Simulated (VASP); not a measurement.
# W (Fm-3m) in VASP: further runs

The runs below take W through electric field gradients, with PBE.

Everything below comes from runs of VASP 6.6.1. Logs are shortened: lines on timing, memory, paths and dates and some standing lists are left out, and cuts for length are marked.

## 1. The cell of the first run

Symmetry: Fm-3m, No. 225, cubic system. Conventional cell: a = 3.991 Å, b = 3.991 Å, c = 3.991 Å, α = 90.00°, β = 90.00°, γ = 90.00°. W (site symmetry m-3m) has 12 W at 2.82 Å within 3.7 Å.

## 2. Electric field gradients, PBE (volume scaled by 0.95)

File INCAR:

```
SYSTEM = W
  PREC = Accurate
  ENCUT = 520
  EDIFF = 1E-8
  ISMEAR = -1
  SIGMA = 0.05
  LREAL = .FALSE.
  LASPH = .TRUE.
  NELM = 100
  ALGO = Normal
  ISIF = 2
  LWAVE = .FALSE.
  LCHARG = .FALSE.
  GGA = PE
  LEFG = .TRUE.
  NBANDS = 13
```

File KPOINTS:

```
regular mesh
0
G
  14 14 14
  0 0 0
```

File POSCAR:

```
W
1.0
    0.0000000000      1.9955865722      1.9955865722
    1.9955865722      0.0000000000      1.9955865722
    1.9955865722      1.9955865722      0.0000000000
W
1
Direct
    0.0000000000      0.0000000000      0.0000000000
```

Potentials or basis: VASP PAW PBE potentials, release 64 (W_sv).

Run with:

```console
$ cat potpaw_PBE.64/W_sv/POTCAR > POTCAR
$ mpirun -np 1 vasp_std > vasp.out
```

OUTCAR:

```text
SYSTEM = W
   PREC = Accurate
   ENCUT = 520
   EDIFF = 1E-8
   ISMEAR = -1
   LREAL = .FALSE.
   LASPH = .TRUE.
   NELM = 100
   ISIF = 2
   GGA = PE

 ion  position               nearest neighbor table
   1  0.000  0.000  0.000-

  LATTYP: Found a face centered cubic cell.
 ALAT       =     3.9911731444

  Lattice vectors:

 A1 = (   0.0000000000,   1.9955865722,   1.9955865722)
 A2 = (   1.9955865722,   0.0000000000,   1.9955865722)
 A3 = (   1.9955865722,   1.9955865722,   0.0000000000)

Analysis of symmetry for initial positions (statically):
=====================================================================
 Subroutine PRICEL returns:
 Original cell was already a primitive cell.

 Routine SETGRP: Setting up the symmetry group for a
 face centered cubic supercell.

 Subroutine GETGRP returns: Found 48 space group operations
 (whereof 48 operations were pure point group operations)
 out of a pool of 48 trial point group operations.

The static configuration has the point symmetry O_h .

Analysis of symmetry for dynamics (positions and initial velocities):
=====================================================================
 Subroutine PRICEL returns:
 Original cell was already a primitive cell.

 Routine SETGRP: Setting up the symmetry group for a
 face centered cubic supercell.

 Subroutine GETGRP returns: Found 48 space group operations
 (whereof 48 operations were pure point group operations)
 out of a pool of 48 trial point group operations.

The dynamic configuration has the point symmetry O_h .

 Subroutine INISYM returns: Found 48 space group operations
 (whereof 48 operations are pure point group operations),
 and found     1 'primitive' translations

----------------------------------------------------------------------------------------

                                     Primitive cell

  volume of cell :      15.8943

  direct lattice vectors                    reciprocal lattice vectors
     0.000000000  1.995586572  1.995586572    -0.250552899  0.250552899  0.250552899
     1.995586572  0.000000000  1.995586572     0.250552899 -0.250552899  0.250552899
[... 117 lines left out ...]
 maximum number of plane-waves:       444
 NGX is ok and might be reduce to    24
   NGX = 11   NGY = 11   NGZ = 11

 number of electron      14.0000000 magnetization

 Free energy of the ion-electron system (eV)
  ---------------------------------------------------
  ext. energy  EPLUGINS =         0.00000000
  ---------------------------------------------------
  free energy    TOTEN  =       -12.45747040 eV

  energy without entropy =      -12.44756109  energy(sigma->0) =      -12.45251574

 E-fermi :  10.9099     XC(G=0): -13.6150

 val. band max:       10.9034964116   @ k =  -0.1429   0.0714   0.0000
 cond. band min:      10.9338941586   @ k =   0.2143   0.1429   0.0714
 fundamental gap:      0.0303977470
 Fermi energy:        10.9098951708

 k-point     1 :       0.0000    0.0000    0.0000
  band No.  band energies     occupation
      1     -62.6780      2.00000
      2     -26.2655      2.00000
      3     -26.2655      2.00000
      4     -26.2655      2.00000
      5       1.7755      2.00000
      6      10.3364      1.99998
      7      10.3364      1.99998
      8      10.3364      1.99998
      9      13.6082      0.00000
     10      13.6082      0.00000
     11      23.7591      0.00000
     12      29.1382      0.00000
     13      29.1382      0.00000
[... 354 lines left out ...]
  band No.  band energies     occupation
      1     -62.6053      2.00000
      2     -26.9172      2.00000
      3     -26.4410      2.00000
      4     -26.4281      2.00000
      5       4.5828      2.00000
      6       8.5316      2.00000
      7      10.5313      1.99897
      8      11.5503      0.00001
      9      12.9875      0.00000
     10      14.7065      0.00000
     11      25.7570      0.00000
     12      28.8544      0.00000
     13      31.2093      0.00000

 [... further k-points ...]
[... 5 lines left out ...]
  --------------------------------------------------------------------------------------
  -------------------------------------------------------------------------------------
  Total        1.1008015      1.1008015      1.1008015     -0.0000000     -0.0000000      0.0000000
  in kB      110.9629245    110.9629245    110.9629245     -0.0000000     -0.0000000      0.0000000
  external PRESSURE =     110.9629245 kB  Pullay stress =       0.0000000 kB

 VOLUME and BASIS-vectors are now :
 -----------------------------------------------------------------------------
  energy-cutoff  :      520.00
  volume of cell :       15.89
      direct lattice vectors                 reciprocal lattice vectors
     0.000000000  1.995586572  1.995586572    -0.250552899  0.250552899  0.250552899
     1.995586572  0.000000000  1.995586572     0.250552899 -0.250552899  0.250552899
     1.995586572  1.995586572  0.000000000     0.250552899  0.250552899 -0.250552899

 POSITION                                       TOTAL-FORCE (eV/Angst)
 -----------------------------------------------------------------------------------
      0.00000      0.00000      0.00000         0.000000     -0.000000     -0.000000
 -----------------------------------------------------------------------------------
    total drift:                                0.000000      0.000000     -0.000000

  FREE ENERGIE OF THE ION-ELECTRON SYSTEM (eV)
  ---------------------------------------------------
  free  energy   TOTEN  =       -12.4574704018 eV

  energy  without entropy=      -12.4475610857  energy(sigma->0) =      -12.45251574

 Electric field gradients (V/A^2)
---------------------------------------------------------------------
 ion       V_xx      V_yy      V_zz      V_xy      V_xz      V_yz
---------------------------------------------------------------------
   1      -0.000    -0.000     0.000     0.000     0.000     0.000
---------------------------------------------------------------------

 Electric field gradients after diagonalization (V/A^2)
 (convention: |V_zz| > |V_xx| > |V_yy|)
----------------------------------------------------------------------
 ion       V_xx      V_yy      V_zz     asymmetry (V_yy - V_xx)/ V_zz
----------------------------------------------------------------------
   1      -0.000    -0.000     0.000       0.000
----------------------------------------------------------------------

           NMR quadrupolar parameters

 Cq : quadrupolar parameter    Cq=e*Q*V_zz/h
 eta: asymmetry parameters     (V_yy - V_xx)/ V_zz
 Q  : nuclear electric quadrupole moment in mb (millibarn)
----------------------------------------------------------------------
 ion       Cq(MHz)       eta       Q (mb)
----------------------------------------------------------------------
   1       0.000       0.000       1.000
----------------------------------------------------------------------
```

OSZICAR:

```text
N       E                     dE             d eps       ncg     rms          rms(c)
DAV:   1     0.861293381321E+02    0.86129E+02   -0.74452E+03  2712   0.122E+03
DAV:   2    -0.113371978153E+02   -0.97467E+02   -0.93692E+02  2999   0.317E+02
DAV:   3    -0.130405534583E+02   -0.17034E+01   -0.16915E+01  3054   0.405E+01
DAV:   4    -0.130481624092E+02   -0.76090E-02   -0.76087E-02  3034   0.294E+00
DAV:   5    -0.130482271393E+02   -0.64730E-04   -0.64728E-04  3039   0.257E-01    0.202E+01
DAV:   6    -0.125820438261E+02    0.46618E+00   -0.39053E-01  2894   0.834E+00    0.813E+00
DAV:   7    -0.124616838754E+02    0.12036E+00   -0.19808E-01  3014   0.561E+00    0.493E-01
DAV:   8    -0.124574724585E+02    0.42114E-02   -0.39508E-03  2739   0.817E-01    0.548E-02
DAV:   9    -0.124574720864E+02    0.37212E-06   -0.65642E-05  3205   0.947E-02    0.435E-02
DAV:  10    -0.124574699518E+02    0.21346E-05   -0.10577E-05  2839   0.437E-02    0.457E-03
DAV:  11    -0.124574705380E+02   -0.58622E-06   -0.15601E-07  2819   0.492E-03    0.503E-04
DAV:  12    -0.124574704025E+02    0.13548E-06   -0.46946E-09  2182   0.832E-04    0.443E-05
DAV:  13    -0.124574704018E+02    0.69167E-09   -0.35531E-10  1442   0.272E-04
   1 F= -.12457470E+02 E0= -.12452516E+02  d E =-.990932E-02
```

Run time: 10 s. Hardware: 1 thread of Intel Xeon Platinum 8488C (Sapphire Rapids), shared host; peak memory 0.15 GiB.

What came out:

```
Free energy            : -12.4575 eV
Pressure               : 11.1 GPa
Band gap on the k mesh : zero (band 7 reaches 14.17 eV, above the bottom of band 8 at 10.34 eV)
```

Caveat: without QUAD_EFG the Cq values of the log hold for a quadrupole moment of 1 mb, not for the nuclei; spin-orbit coupling is left out, which moves the levels of the heavy elements.

## 3. Electric field gradients, PBE (volume scaled by 0.975)

File INCAR:

```
  PREC = Accurate
  ENCUT = 520
  EDIFF = 1E-8
  ISMEAR = -1
  SIGMA = 0.05
  LREAL = False
  LASPH = True
  NELM = 80
  ALGO = Normal
  ISIF = 2
  LWAVE = False
  LCHARG = False
  GGA = PE
  LEFG = True
  NBANDS = 13
```

File KPOINTS:

```
Automatic mesh
0
Gamma
  14 14 14
```

File POSCAR:

```
W
1.0
    0.0000000000      2.0129403699      2.0129403699
    2.0129403699      0.0000000000      2.0129403699
    2.0129403699      2.0129403699      0.0000000000
W
1
Direct
    0.0000000000      0.0000000000      0.0000000000
```

Potentials or basis: VASP PAW PBE potentials, release 64 (W_sv).

Run with:

```console
$ cat potpaw_PBE.64/W_sv/POTCAR > POTCAR
$ mpirun -np 1 vasp_std > vasp.out
```

OUTCAR:

```text
PREC = Accurate
   ENCUT = 520
   EDIFF = 1E-8
   ISMEAR = -1
   LREAL = False
   LASPH = True
   NELM = 80
   ISIF = 2
   GGA = PE

 ion  position               nearest neighbor table
   1  0.000  0.000  0.000-

  LATTYP: Found a face centered cubic cell.
 ALAT       =     4.0258807398

  Lattice vectors:

 A1 = (   0.0000000000,   2.0129403699,   2.0129403699)
 A2 = (   2.0129403699,   0.0000000000,   2.0129403699)
[... 590 lines left out ...]
    total drift:                                0.000000      0.000000      0.000000

  FREE ENERGIE OF THE ION-ELECTRON SYSTEM (eV)
  ---------------------------------------------------
  free  energy   TOTEN  =       -12.4757708747 eV

  energy  without entropy=      -12.4655064816  energy(sigma->0) =      -12.47063868

 Electric field gradients (V/A^2)
---------------------------------------------------------------------
 ion       V_xx      V_yy      V_zz      V_xy      V_xz      V_yz
---------------------------------------------------------------------
   1      -0.000    -0.000    -0.000    -0.000    -0.000    -0.000
---------------------------------------------------------------------

 Electric field gradients after diagonalization (V/A^2)
 (convention: |V_zz| > |V_xx| > |V_yy|)
----------------------------------------------------------------------
 ion       V_xx      V_yy      V_zz     asymmetry (V_yy - V_xx)/ V_zz
----------------------------------------------------------------------
   1       0.000     0.000    -0.000       0.000
----------------------------------------------------------------------

           NMR quadrupolar parameters

 Cq : quadrupolar parameter    Cq=e*Q*V_zz/h
 eta: asymmetry parameters     (V_yy - V_xx)/ V_zz
 Q  : nuclear electric quadrupole moment in mb (millibarn)
----------------------------------------------------------------------
 ion       Cq(MHz)       eta       Q (mb)
----------------------------------------------------------------------
   1      -0.000       0.000       1.000
----------------------------------------------------------------------
```

OSZICAR:

```text
N       E                     dE             d eps       ncg     rms          rms(c)
DAV:   1     0.846507790893E+02    0.84651E+02   -0.73978E+03  2712   0.122E+03
DAV:   2    -0.113885230462E+02   -0.96039E+02   -0.92522E+02  3049   0.315E+02
DAV:   3    -0.130846075492E+02   -0.16961E+01   -0.16858E+01  2964   0.398E+01
DAV:   4    -0.130919272634E+02   -0.73197E-02   -0.73193E-02  3059   0.289E+00
DAV:   5    -0.130919882877E+02   -0.61024E-04   -0.61023E-04  2944   0.253E-01    0.192E+01
DAV:   6    -0.126021383997E+02    0.48985E+00   -0.41973E-01  2879   0.859E+00    0.753E+00
DAV:   7    -0.124800090242E+02    0.12213E+00   -0.20446E-01  2999   0.565E+00    0.543E-01
DAV:   8    -0.124758084997E+02    0.42005E-02   -0.40056E-03  2719   0.822E-01    0.661E-02
DAV:   9    -0.124757720279E+02    0.36472E-04   -0.93211E-05  3221   0.113E-01    0.395E-02
DAV:  10    -0.124757704074E+02    0.16205E-05   -0.11841E-05  2879   0.453E-02    0.380E-03
DAV:  11    -0.124757710182E+02   -0.61083E-06   -0.18955E-07  2809   0.542E-03    0.472E-04
DAV:  12    -0.124757708712E+02    0.14707E-06   -0.45708E-09  2227   0.836E-04    0.372E-05
DAV:  13    -0.124757708747E+02   -0.35354E-08   -0.32766E-10  1472   0.256E-04
   1 F= -.12475771E+02 E0= -.12470639E+02  d E =-.102644E-01
```

stdout:

```text
POSCAR found type information on POSCAR W
 POSCAR found :  1 types and       1 ions
 scaLAPACK will be used
 LDA part: xc-table for (Slater+PW92), standard interpolation
 POSCAR, INCAR and KPOINTS ok, starting setup
 FFT: planning ... GRIDC
 FFT: planning ... GRID_SOFT
 FFT: planning ... GRID
 WAVECAR not read
 entering main loop
ion   1
```

It took 10 s on 1 thread of Intel Xeon Platinum 8488C (Sapphire Rapids), shared host; peak memory 0.15 GiB.

What came out:

| Item | Value |
| --- | --- |
| Free energy | -12.4758 eV |
| Pressure | 2.9 GPa |
| Band gap on the k mesh | zero (band 7 reaches 13.65 eV, above the bottom of band 8 at 10.01 eV) |

Caveat: without QUAD_EFG the Cq values of the log hold for a quadrupole moment of 1 mb, not for the nuclei; spin-orbit coupling is left out, which moves the levels of the heavy elements.
